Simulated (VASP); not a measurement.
# SiC (F-43m) in VASP: further runs, part 2 of 2

VASP 6.6.1. The steps go on from the part before.

### 3 Relaxation of cell and atoms, PBE

This run uses another cell than the first one, of 10.36 Å³/atom.

Contents of INCAR:

```
SYSTEM = SiC
ALGO = Normal ; EDIFF = 1E-6
EDIFFG = -0.002 ; ENCUT = 600
GGA = PE ; IBRION = 2
ISIF = 3 ; ISMEAR = 0
LASPH = .TRUE. ; LCHARG = .FALSE.
LREAL = .FALSE. ; LWAVE = .FALSE.
NELM = 80 ; NSW = 80
PREC = Accurate ; SIGMA = 0.01
```

Contents of KPOINTS:

```
k-points
0
G
  6 6 6
  0 0 0
```

Contents of POSCAR:

```
SiC
1.0
    4.3600000000      0.0000000000      0.0000000000
    0.0000000000      4.3600000000      0.0000000000
    0.0000000000      0.0000000000      4.3600000000
Si C
4 4
Direct
    0.0000000000      0.0000000000      0.0000000000
    0.0000000000      0.5000000000      0.5000000000
    0.5000000000      0.0000000000      0.5000000000
    0.5000000000      0.5000000000      0.0000000000
    0.2500000000      0.2500000000      0.2500000000
    0.2500000000      0.7500000000      0.7500000000
    0.7500000000      0.2500000000      0.7500000000
    0.7500000000      0.7500000000      0.2500000000
```

Potentials or basis: VASP PAW PBE potentials, release 64 (Si, C).

Command:

```sh
$ cat potpaw_PBE.64/Si/POTCAR potpaw_PBE.64/C/POTCAR > POTCAR
$ mpirun -np 1 vasp_std > vasp.out
```

OUTCAR:

```text
SYSTEM = SiC
   EDIFF = 1E-6
   EDIFFG = -0.002
   ENCUT = 600
   GGA = PE
   IBRION = 2
   ISIF = 3
   ISMEAR = 0
   LASPH = .TRUE.
   LREAL = .FALSE.
   NELM = 80
   NSW = 80
   PREC = Accurate

 ion  position               nearest neighbor table
   1  0.000  0.000  0.000-   5 1.89   6 1.89   7 1.89   8 1.89   3 3.08   4 3.08   2 3.08   2 3.08
                             3 3.08   2 3.08   4 3.08   2 3.08   3 3.08   4 3.08   3 3.08   4 3.08
   2  0.000  0.500  0.500-   5 1.89   6 1.89   7 1.89   8 1.89   3 3.08   4 3.08   1 3.08   1 3.08
                             4 3.08   1 3.08   3 3.08   1 3.08   3 3.08   4 3.08   4 3.08   3 3.08
   3  0.500  0.000  0.500-   5 1.89   6 1.89   7 1.89   8 1.89   2 3.08   4 3.08   1 3.08   1 3.08
                             4 3.08   2 3.08   4 3.08   4 3.08   1 3.08   2 3.08   1 3.08   2 3.08
   4  0.500  0.500  0.000-   5 1.89   6 1.89   7 1.89   8 1.89   2 3.08   3 3.08   1 3.08   2 3.08
                             3 3.08   1 3.08   3 3.08   3 3.08   1 3.08   2 3.08   2 3.08   1 3.08
   5  0.250  0.250  0.250-   1 1.89   2 1.89   3 1.89   4 1.89
   6  0.250  0.750  0.750-   1 1.89   2 1.89   3 1.89   4 1.89
   7  0.750  0.250  0.750-   1 1.89   2 1.89   3 1.89   4 1.89
   8  0.750  0.750  0.250-   1 1.89   2 1.89   3 1.89   4 1.89

  LATTYP: Found a simple cubic cell.
 ALAT       =     4.3600000000

  Lattice vectors:

 A1 = (   4.3600000000,   0.0000000000,   0.0000000000)
 A2 = (   0.0000000000,   4.3600000000,   0.0000000000)
 A3 = (   0.0000000000,   0.0000000000,   4.3600000000)

Analysis of symmetry for initial positions (statically):
=====================================================================
 Subroutine PRICEL returns following result:

  LATTYP: Found a face centered cubic cell.
 ALAT       =     4.3600000000

  Lattice vectors:

 A1 = (   2.1800000000,  -2.1800000000,   0.0000000000)
 A2 = (   2.1800000000,   0.0000000000,   2.1800000000)
 A3 = (   0.0000000000,  -2.1800000000,   2.1800000000)

   4 primitive cells build up your supercell.

 Routine SETGRP: Setting up the symmetry group for a
 simple cubic supercell.

 Subroutine GETGRP returns: Found 24 space group operations
 (whereof 24 operations were pure point group operations)
[... 134 lines left out ...]
   EMIN   =  10.00;   EMAX   =-10.00  energy-range for DOS
   EFERMI =   0.00;   METHOD = LEGACY
   ISMEAR =     0;   SIGMA  =   0.01  broadening in eV -4-tet -1-fermi 0-gaus
   EFERMI_NEDOS =   21; number of points for ismear=-14 and -15
   IALGO  =     38    algorithm
   IMIX   =      4    mixing-type and parameters
     AMIX     =   0.40;   BMIX     =  1.00
     AMIX_MAG =   1.60;   BMIX_MAG =  1.00
  volume/ion in A,a.u.               =      10.36        69.91
  Fermi-wavevector in a.u.,A,eV,Ry     =   1.192079  2.252702 19.334588  1.421052
  Thomas-Fermi vector in A             =   2.328126
   LORBIT       =      0    0 simple, 1 ext, 2 COOP (PROOUT), +10 PAW based schemes
   GGA     = PE    functional components
   LHFCALC =     F    Hartree Fock is set to
   AEXX    =    0.0000 exact exchange contribution
   IVDW    =     0    specifies the selected vdW correction
   LEPSILON=     F    determine dielectric tensor
   LRPA    =     F    only Hartree local field effects (RPA)
 conjugate gradient relaxation of ions
 non-spin polarized calculation
 Gauss-broadening in eV      SIGMA  =   0.01
  energy-cutoff  :      600.00
  volume of cell :       82.88
 maximum number of plane-waves:      2800
 NGX is ok and might be reduce to    36
   NGX = 17   NGY = 17   NGZ = 17

--------------------------------------- Ionic step        1  -------------------------------------------

 number of electron      31.9999998 magnetization

 Free energy of the ion-electron system (eV)
  ---------------------------------------------------
  ext. energy  EPLUGINS =         0.00000000
  ---------------------------------------------------
  free energy    TOTEN  =       -60.23924851 eV

  energy without entropy =      -60.23924851  energy(sigma->0) =      -60.23924851

------------------------ aborting loop because EDIFF is reached ----------------------------------------

  FORCE on cell =-STRESS in cart. coord.  units (eV):
  Direction    XX          YY          ZZ          XY          YZ          ZX
  --------------------------------------------------------------------------------------
  -------------------------------------------------------------------------------------
  Total        1.4292776      1.4292776      1.4292776     -0.0000000      0.0000000      0.0000000
  in kB       27.6291609     27.6291609     27.6291609     -0.0000000      0.0000000      0.0000000
  external PRESSURE =      27.6291609 kB  Pullay stress =       0.0000000 kB
[... 71 lines left out ...]
--------------------------------------- Ionic step        3  -------------------------------------------

 number of electron      31.9999999 magnetization

 Free energy of the ion-electron system (eV)
  ---------------------------------------------------
  ext. energy  EPLUGINS =         0.00000000
  ---------------------------------------------------
  free energy    TOTEN  =       -60.24824398 eV

  energy without entropy =      -60.24824398  energy(sigma->0) =      -60.24824398

 E-fermi :   8.0599     XC(G=0): -11.2948

 val. band max:        7.9490918393   @ k =   0.0000   0.0000   0.0000
 cond. band min:       9.3195172413   @ k =   0.0000   0.0000   0.0000
 fundamental gap:      1.3704254020
 Fermi energy:         8.0599252564

 k-point     1 :       0.0000    0.0000    0.0000
  band No.  band energies     occupation
      1      -7.3440      2.00000
      2      -2.3931      2.00000
      3      -2.3931      2.00000
      4      -2.3931      2.00000
      5       0.1989      2.00000
      6       0.1989      2.00000
[... 504 lines left out ...]
  FREE ENERGIE OF THE ION-ELECTRON SYSTEM (eV)
  ---------------------------------------------------
  free  energy   TOTEN  =       -60.2482439835 eV

  energy  without entropy=      -60.2482439835  energy(sigma->0) =      -60.24824398

 reached required accuracy - stopping structural energy minimisation
```

Wall time 1.7 min (1 thread of Intel Xeon 8259CL, shared host); peak memory 0.22 GiB.

What came out:

```
Free energy                           : -60.2482 eV
Relaxed volume                        : 10.49 Å³/atom
Relaxed cell                          : a = 4.378 Å, b = 4.378 Å, c = 4.378 Å, α = 90.00°, β = 90.00°, γ = 90.00°
Space group after relaxing (to 0.1 Å) : F-43m (No. 216)
Energy gained by relaxing             : 1.1 meV/atom
Ionic steps                           : 3
Pressure after relaxing               : 0.0 GPa
Band gap on the k mesh                : 1.37 eV
```

The path:
| step | energy change (eV) | largest force (eV/Å) | pressure (GPa) | volume (Å³) |
| --- | --- | --- | --- | --- |
| 1 | 0.0000 | 0.0000 | 2.76 | 82.88 |
| 2 | 0.0004 | 0.0000 | -2.70 | 85.04 |
| 3 | -0.0090 | 0.0000 | 0.00 | 83.94 |

Final structure:
```cif
data_structure
_symmetry_space_group_name_H-M 'P 1'
_symmetry_Int_Tables_number 1
_cell_length_a 4.3785
_cell_length_b 4.3785
_cell_length_c 4.3785
_cell_angle_alpha 90.000
_cell_angle_beta 90.000
_cell_angle_gamma 90.000
_cell_volume 83.94
loop_
_atom_site_label
_atom_site_type_symbol
_atom_site_fract_x
_atom_site_fract_y
_atom_site_fract_z
_atom_site_occupancy
Si1 Si 0.00000 0.00000 0.00000 1
Si2 Si 0.00000 0.50000 0.50000 1
Si3 Si 0.50000 0.00000 0.50000 1
Si4 Si 0.50000 0.50000 0.00000 1
C1 C 0.25000 0.25000 0.25000 1
C2 C 0.25000 0.75000 0.75000 1
C3 C 0.75000 0.25000 0.75000 1
C4 C 0.75000 0.75000 0.25000 1
```

Levels at points of the mesh, in eV from the valence-band top:
| k point | band 13 | band 14 | band 15 | band 16 | band 17 | band 18 | band 19 | band 20 |
| --- | --- | --- | --- | --- | --- | --- | --- | --- |
| (0.00, 0.00, 0.00) | -3.16 | 0.00 | 0.00 | 0.00 | 1.37 | 1.37 | 1.37 | 4.27 |
| (0.50, 0.00, 0.00) | -1.92 | -1.92 | -1.92 | -1.92 | 4.01 | 4.01 | 5.19 | 5.19 |
| (0.50, 0.50, 0.00) | -1.18 | -1.18 | -1.18 | -1.18 | 5.48 | 5.48 | 5.48 | 5.48 |
| (0.50, 0.50, 0.50) | -1.05 | -1.05 | -1.05 | -1.05 | 5.31 | 5.31 | 5.31 | 5.31 |
